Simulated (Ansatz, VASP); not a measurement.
**NaCl: VASP beside Ansatz**

INCAR

```
SYSTEM = NaCl
PREC = Accurate ; ENCUT = 520
EDIFF = 1E-6 ; ISMEAR = 0
SIGMA = 0.05 ; LREAL = .FALSE.
LASPH = .TRUE. ; NELM = 60
ALGO = Normal ; ISIF = 2
LWAVE = .FALSE. ; LCHARG = .TRUE.
GGA = PE ; LELF = .TRUE.
LVHAR = .TRUE. ; NBANDS = 14
```

Contents of KPOINTS:

```
Automatic mesh
0
G
  10 10 10
  0 0 0
```

The input POSCAR:

```
NaCl
1.0
    0.0000000000      2.8854253648      2.8854253648
    2.8854253648      0.0000000000      2.8854253648
    2.8854253648      2.8854253648      0.0000000000
Na Cl
1 1
Direct
    0.0000000000      0.0000000000      0.0000000000
    0.5000000000      0.5000000000      0.5000000000
```

Input for Ansatz:

```yaml
crystal:
  lattice:
    - [0.0, 2.885425267, 2.885425267]
    - [2.885425267, 0.0, 2.885425267]
    - [2.885425267, 2.885425267, 0.0]
  atoms:
    - { symbol: Na, position: [0.0, 0.0, 0.0] }
    - { symbol: Cl, position: [0.5, 0.5, 0.5] }
basis:
  ecutwfc: 420
  ecutrho_ratio: 4
kpoints:
  mp_grid: { grid: [10, 10, 10] }
hamiltonian:
  xc: pbe
scf:
  occupations: { method: gaussian, width: 0.05 }
output:
  forces: true
  stress: true
  eigenvalues: true
  write_density: true
  write_potential: true
  elf: true
  volumetric_format: npy
```

Alike in both runs: task single point; functional PBE; k mesh 10 × 10 × 10; occupations gaussian, width 0.05 eV; no spin polarisation.

```csv
,VASP,Ansatz
version,VASP 6.6.1,Ansatz 0.2.0
potentials or method,"VASP PAW PBE potentials, release 64 (Na_pv, Cl), cutoff 520 eV","scalar-relativistic, plane waves, PAW"
valence electrons in the cell,14,16
```

|  | VASP | Ansatz | Ansatz less VASP |
| --- | --- | --- | --- |
| gap on the k mesh at the Fermi level (eV) | 4.85 | 4.85 | 0.000 |
| least direct gap on the mesh (eV) | 4.85 | 4.85 | 0.000 |
| pressure (GPa) | -0.9 | -0.8 | +0.03 |

VASP's potentials hold 14 valence electrons a cell and Ansatz's 16, so a difference there can come from the potentials and not from the codes.
